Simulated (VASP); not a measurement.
# S in VASP: notebook

Aim: see how the results for S move with the level of theory and the settings. Levels: r2SCAN, HSE06+D3(BJ). Tasks: single point.

All numbers are computed with VASP 6.6.1; they aren't measurements. Logs are shortened: lines on timing, memory, paths and dates and some standing lists are left out, and cuts for length are marked.

**1. The cell of the first run**

The cell holds a molecule in a box, 1 atom: a = 10.500 Å, b = 11.000 Å, c = 11.500 Å, α = 90.00°, β = 90.00°, γ = 90.00°.

**2. Single point, r2SCAN, collinear spin**

File POSCAR:

```
S
1.0
   10.5000000000      0.0000000000      0.0000000000
    0.0000000000     11.0000000000      0.0000000000
    0.0000000000      0.0000000000     11.5000000000
S
1
Direct
    0.5000000000      0.5045454500      0.5000000000
```

File INCAR.step1:

```
SYSTEM = S
  PREC = Accurate
  ENCUT = 440
  ISMEAR = 0
  SIGMA = 0.005
  LREAL = .False.
  LASPH = .True.
  NELM = 200
  ISPIN = 2
  MAGMOM = 2.1
  NBANDS = 13
  GGA = PE
  ALGO = Normal
  EDIFF = 1E-5
  LWAVE = .True.
  LCHARG = .False.
  GGA_COMPAT = .False.
  NELMDL = -8
```

File INCAR.step2:

```
SYSTEM = S
  PREC = Accurate
  ENCUT = 440
  EDIFF = 1E-6
  ISMEAR = 0
  SIGMA = 0.005
  LREAL = .False.
  LASPH = .True.
  NELM = 200
  ALGO = Normal
  ISIF = 2
  LWAVE = .False.
  LCHARG = .False.
  ISPIN = 2
  MAGMOM = 2.1
  LORBIT = 11
  METAGGA = R2SCAN
  LMIXTAU = .True.
  NBANDS = 13
  ISTART = 1
  GGA_COMPAT = .False.
```

File KPOINTS:

```
Automatic mesh
0
Gamma
  1 1 1
  0 0 0
```

Potentials or basis: VASP PAW PBE potentials, release 64 (S).

Run with:

```sh
$ cat potpaw_PBE.64/S/POTCAR > POTCAR
$ cp INCAR.step1 INCAR
$ mpirun -np 1 vasp_gam > vasp.out
$ cp INCAR.step2 INCAR
$ mpirun -np 1 vasp_gam > vasp.out
```

OUTCAR:

```text
SYSTEM = S
   PREC = Accurate
   ENCUT = 440
   EDIFF = 1E-6
   ISMEAR = 0
   LREAL = .False.
   LASPH = .True.
   NELM = 200
   ISIF = 2
   ISPIN = 2
   LORBIT = 11
   METAGGA = R2SCAN
   ISTART = 1

 ion  position               nearest neighbor table
   1  0.500  0.505  0.500-

  LATTYP: Found a simple orthorhombic cell.
 ALAT       =    10.5000000000
 B/A-ratio  =     1.0476190476
 C/A-ratio  =     1.0952380952

  Lattice vectors:

 A1 = (  10.5000000000,   0.0000000000,   0.0000000000)
 A2 = (   0.0000000000,  11.0000000000,   0.0000000000)
 A3 = (   0.0000000000,   0.0000000000,  11.5000000000)

Analysis of symmetry for initial positions (statically):
=====================================================================
 Subroutine PRICEL returns:
 Original cell was already a primitive cell.

 Routine SETGRP: Setting up the symmetry group for a
 simple orthorhombic supercell.

 Subroutine GETGRP returns: Found  8 space group operations
 (whereof  4 operations were pure point group operations)
 out of a pool of  8 trial point group operations.

The static configuration has the point symmetry C_2v.
 The point group associated with its full space group is D_2h.

Analysis of symmetry for dynamics (positions and initial velocities):
=====================================================================
 Subroutine PRICEL returns:
 Original cell was already a primitive cell.

 Routine SETGRP: Setting up the symmetry group for a
 simple orthorhombic supercell.

 Subroutine GETGRP returns: Found  8 space group operations
 (whereof  4 operations were pure point group operations)
 out of a pool of  8 trial point group operations.

The dynamic configuration has the point symmetry C_2v.
 The point group associated with its full space group is D_2h.

Analysis of structural, dynamic, and magnetic symmetry:
=====================================================================
 Subroutine PRICEL returns:
 Original cell was already a primitive cell.

 Routine SETGRP: Setting up the symmetry group for a
 simple orthorhombic supercell.

 Subroutine GETGRP returns: Found  8 space group operations
 (whereof  4 operations were pure point group operations)
 out of a pool of  8 trial point group operations.

The overall configuration has the point symmetry C_2v.
 The point group associated with its full space group is D_2h.

 Subroutine INISYM returns: Found  8 space group operations
 (whereof  4 operations are pure point group operations),
 and found     1 'primitive' translations

----------------------------------------------------------------------------------------

                                     Primitive cell

  volume of cell :    1328.2500

  direct lattice vectors                    reciprocal lattice vectors
    10.500000000  0.000000000  0.000000000     0.095238095  0.000000000  0.000000000
     0.000000000 11.000000000  0.000000000     0.000000000  0.090909091  0.000000000
     0.000000000  0.000000000 11.500000000     0.000000000  0.000000000  0.086956522

  length of vectors
    10.500000000 11.000000000 11.500000000     0.095238095  0.090909091  0.086956522

  position of ions in fractional coordinates (direct lattice)
     0.500000000  0.504545450  0.500000000

  ion indices of the primitive-cell ions
   primitive index   ion index
                 1           1

----------------------------------------------------------------------------------------

 KPOINTS: Automatic mesh

Automatic generation of k-mesh.
 Grid dimensions read from file:
 generate k-points for:    1    1    1

 Generating k-lattice:

  Cartesian coordinates                     Fractional coordinates (reciprocal lattice)
     0.095238095  0.000000000  0.000000000     1.000000000  0.000000000  0.000000000
     0.000000000  0.090909091  0.000000000     0.000000000  1.000000000  0.000000000
     0.000000000  0.000000000  0.086956522     0.000000000  0.000000000  1.000000000

  Length of vectors
     0.095238095  0.090909091  0.086956522

  Shift w.r.t. Gamma in fractional coordinates (k-lattice)
     0.000000000  0.000000000  0.000000000

 Subroutine IBZKPT returns following result:
 ===========================================

 Found      1 irreducible k-points:

 Following reciprocal coordinates:
            Coordinates               Weight
  0.000000  0.000000  0.000000      1.000000
   k-points           NKPTS =      1   k-points in BZ     NKDIM =      1   number of bands    NBANDS=     13
   number of dos      NEDOS =    301   number of ions     NIONS =      1
   total plane-waves  NPLWV = 460800
   dimension x,y,z NGX =    72 NGY =   80 NGZ =   80
   dimension x,y,z NGXF=   144 NGYF=  160 NGZF=  160
   ions per type =               1
   NGX,Y,Z   is equivalent  to a cutoff of  11.40, 12.09, 11.56 a.u.
   NGXF,Y,Z  is equivalent  to a cutoff of  22.80, 24.18, 23.13 a.u.
 SYSTEM =  S
   PREC   = accura    normal or accurate (medium, high low for compatibility)
   ISTART =      1    job   : 0-new  1-cont  2-samecut
   ICHARG =      0    charge: 1-file 2-atom 10-const
   ISPIN  =      2    spin polarized calculation?
   LNONCOLLINEAR =      F non collinear calculations
   LSORBIT =      F    spin-orbit coupling
   LASPH  =      T    aspherical Exc in radial PAW
   ENCUT  =  440.0 eV  32.34 Ry    5.69 a.u.  17.96 18.81 19.67*2*pi/ulx,y,z
   NELM   =    200;   NELMIN=  2; NELMDL=  0     # of ELM steps
   EDIFF  = 0.1E-05   stopping-criterion for ELM
   LREAL  =      F    real-space projection
   EDIFFG = 0.1E-04   stopping-criterion for IOM
   NSW    =      0    number of steps for IOM
   IBRION =     -1    ionic relax: 0-MD 1-quasi-New 2-CG
   NFREE  =      0    steps in history (QN), initial steepest desc. (CG)
   ISIF   =      2    stress and relaxation
   ISYM   =      2    0-nonsym 1-usesym 2-fastsym
   POTIM  = 0.5000    time-step for ionic-motion
   TEBEG  =    0.0;   TEEND  =   0.0 temperature during run
   PSTRESS=    0.0 pullay stress
   NELECT =       6.0000    total number of electrons
   NUPDOWN=      -1.0000    fix difference up-down
   EMIN   =  10.00;   EMAX   =-10.00  energy-range for DOS
   EFERMI =   0.00;   METHOD = LEGACY
   ISMEAR =     0;   SIGMA  =   0.01  broadening in eV -4-tet -1-fermi 0-gaus
   EFERMI_NEDOS =   21; number of points for ismear=-14 and -15
   IALGO  =     38    algorithm
   IMIX   =      4    mixing-type and parameters
     AMIX     =   0.40;   BMIX     =  1.00
     AMIX_MAG =   1.60;   BMIX_MAG =  1.00
  volume/ion in A,a.u.               =    1328.25      8963.47
  Fermi-wavevector in a.u.,A,eV,Ry     =   0.270623  0.511404  0.996450  0.073237
  Thomas-Fermi vector in A             =   1.109268
   LORBIT       =     11    0 simple, 1 ext, 2 COOP (PROOUT), +10 PAW based schemes
   METAGGA = R2SCAN    functional components
   LHFCALC =     F    Hartree Fock is set to
   AEXX    =    0.0000 exact exchange contribution
   IVDW    =     0    specifies the selected vdW correction
   LEPSILON=     F    determine dielectric tensor
   LRPA    =     F    only Hartree local field effects (RPA)
 spin polarized calculation
 Gauss-broadening in eV      SIGMA  =   0.01
  energy-cutoff  :      440.00
  volume of cell :     1328.25
 maximum number of plane-waves:     13907
 NGX is ok and might be reduce to    70
   NGX = 35   NGY = 37   NGZ = 39

 number of electron       5.9999999 magnetization       2.0000000

 Free energy of the ion-electron system (eV)
  ---------------------------------------------------
  ext. energy  EPLUGINS =         0.00000000
  ---------------------------------------------------
  free energy    TOTEN  =        -5.11506000 eV

  energy without entropy =       -5.11506000  energy(sigma->0) =       -5.11506000

 E-fermi :  -6.2370     XC(G=0):  -0.3100

 val. band max:       -6.2934084662   @ k =   0.0000   0.0000   0.0000
 cond. band min:      -4.8681483337   @ k =   0.0000   0.0000   0.0000
 fundamental gap:      1.4252601325
 Fermi energy:        -6.2369731029

 spin component 1

 k-point     1 :       0.0000    0.0000    0.0000
  band No.  band energies     occupation
      1     -18.8720      1.00000
      2      -8.5142      1.00000
      3      -8.5140      1.00000
      4      -6.8672      1.00000
      5      -0.0258      0.00000
      6       1.1240      0.00000
      7       1.2145      0.00000
      8       1.2636      0.00000
      9       1.2776      0.00000
     10       1.3670      0.00000
     11       1.4016      0.00000
     12       2.2574      0.00000
     13       2.3794      0.00000
 Fermi energy:        -6.2369731029

 spin component 2

 k-point     1 :       0.0000    0.0000    0.0000
  band No.  band energies     occupation
      1     -15.8759      1.00000
      2      -6.2934      1.00000
      3      -4.8681      0.00000
      4      -4.8679      0.00000
      5       0.1201      0.00000
      6       1.2483      0.00000
      7       1.3245      0.00000
      8       1.3656      0.00000
      9       1.4174      0.00000
     10       1.5221      0.00000
     11       1.5455      0.00000
     12       2.4635      0.00000
     13       2.5827      0.00000

------------------------ aborting loop because EDIFF is reached ----------------------------------------

  FORCE on cell =-STRESS in cart. coord.  units (eV):
  Direction    XX          YY          ZZ          XY          YZ          ZX
  --------------------------------------------------------------------------------------
  -------------------------------------------------------------------------------------
  Total       -0.0130813     -0.0128745     -0.0131009      0.0000000      0.0000000      0.0000000
  in kB       -0.0157790     -0.0155296     -0.0158027      0.0000000      0.0000000      0.0000000
  external PRESSURE =      -0.0157038 kB  Pullay stress =       0.0000000 kB

 VOLUME and BASIS-vectors are now :
 -----------------------------------------------------------------------------
  energy-cutoff  :      440.00
  volume of cell :     1328.25
      direct lattice vectors                 reciprocal lattice vectors
    10.500000000  0.000000000  0.000000000     0.095238095  0.000000000  0.000000000
     0.000000000 11.000000000  0.000000000     0.000000000  0.090909091  0.000000000
     0.000000000  0.000000000 11.500000000     0.000000000  0.000000000  0.086956522

 POSITION                                       TOTAL-FORCE (eV/Angst)
 -----------------------------------------------------------------------------------
      5.25000      5.55000      5.75000         0.000000      0.000000      0.000000
 -----------------------------------------------------------------------------------
    total drift:                                0.000000     -0.000142      0.000001

  FREE ENERGIE OF THE ION-ELECTRON SYSTEM (eV)
  ---------------------------------------------------
  free  energy   TOTEN  =        -5.1150600035 eV

  energy  without entropy=       -5.1150600035  energy(sigma->0) =       -5.11506000

 total charge

# of ion       s       p       d       tot
------------------------------------------
    1        1.390   2.114   0.000   3.504

 magnetization (x)

# of ion       s       p       d       tot
------------------------------------------
    1        0.030   1.103   0.000   1.133
```

Wall time 4.1 min (1 thread of Intel Xeon 6975P-C (Granite Rapids), shared host); peak memory 1.4 GiB.

Results:

```
Free energy                                           : -5.1151 eV
Gap between the frontier levels                       : 1.43 eV
Net moment                                            : 2.00 μB per cell
Site moments                                          : S +1.13 μB
Valence electrons inside the program's atomic spheres : S 3.50
```

Caveat: the PAW data sets were made with another functional, which shifts forces and pressure a little.

**3. Single point, HSE06+D3(BJ), collinear spin**

POSCAR is that of step 2.

File INCAR.step1:

```
PREC     = Accurate       # precision mode
ENCUT    = 400            # plane-wave cutoff, eV
EDIFF    = 1E-5           # SCF threshold, eV
ISMEAR   = 0              # smearing method
SIGMA    = 0.005          # smearing width, eV
LREAL    = F              # projectors in reciprocal space
LASPH    = T              # aspherical terms in the spheres
NELM     = 200            # most SCF steps
ALGO     = Normal         # electronic algorithm
ISIF     = 2              # what is computed and relaxed
LWAVE    = T              # write WAVECAR
ISPIN    = 2              # spin polarisation
MAGMOM   = 2.1            # initial moments
LORBIT   = 11             # projections on sites
GGA      = PE             # functional
NBANDS   = 13             # bands
GGA_COMPAT= F            
NELMDL   = -8
```

File INCAR.step2:

```
PREC     = Accurate       # precision mode
ENCUT    = 400            # plane-wave cutoff, eV
EDIFF    = 1E-6           # SCF threshold, eV
ISMEAR   = 0              # smearing method
SIGMA    = 0.005          # smearing width, eV
LREAL    = F              # projectors in reciprocal space
LASPH    = T              # aspherical terms in the spheres
NELM     = 200            # most SCF steps
ALGO     = Normal         # electronic algorithm
ISIF     = 2              # what is computed and relaxed
LWAVE    = F              # write WAVECAR
LCHARG   = T              # write CHGCAR
ISPIN    = 2              # spin polarisation
MAGMOM   = 2.1            # initial moments
LORBIT   = 11             # projections on sites
GGA      = PE             # functional
LHFCALC  = T              # exact exchange
HFSCREEN = 0.2079         # screening, 1/A
PRECFOCK = Normal       
IVDW     = 12             # dispersion correction
LELF     = T              # ELF
LVHAR    = T            
ISTART   = 1            
VDW_S6   = 1.0          
VDW_S8   = 2.31         
VDW_A1   = 0.383        
VDW_A2   = 5.685        
NBANDS   = 13             # bands
GGA_COMPAT= F
```

File KPOINTS:

```
Automatic mesh
0
Gamma
  1 1 1
```

Potentials or basis: VASP PAW PBE potentials, release 64 (S).

Run with:

```sh
$ cat potpaw_PBE.64/S/POTCAR > POTCAR
$ cp INCAR.step1 INCAR
$ mpirun -np 1 vasp_gam > vasp.out
$ cp INCAR.step2 INCAR
$ mpirun -np 1 vasp_gam > vasp.out
```

Wall time 6.7 min (1 thread of Intel Xeon 6975P-C (Granite Rapids), shared host); peak memory 1.1 GiB.

Results (log left out):

```
Free energy                                           : -2.3588 eV
Gap between the frontier levels                       : 2.32 eV
Net moment                                            : 2.00 μB per cell
Site moments                                          : S +1.12 μB
Valence electrons inside the program's atomic spheres : S 3.50
Dispersion energy per atom                            : 0.000 eV
```

Levels at points of the mesh, in eV from the valence-band top:
Spin up:
| k point | band 1 | band 2 | band 3 | band 4 | band 5 | band 6 | band 7 | band 8 | band 9 |
| --- | --- | --- | --- | --- | --- | --- | --- | --- | --- |
| (0.00, 0.00, 0.00) | -13.04 | -2.14 | -2.14 | -0.69 | 6.50 | 7.72 | 7.73 | 7.89 | 7.92 |
Spin down:
```
           k point  band 1  band 2  band 3  band 4  band 5
(0.00, 0.00, 0.00)  -10.10    0.00    2.32    2.32    6.69
```

Caveat: the PAW data sets were made with another functional, which shifts forces and pressure a little.
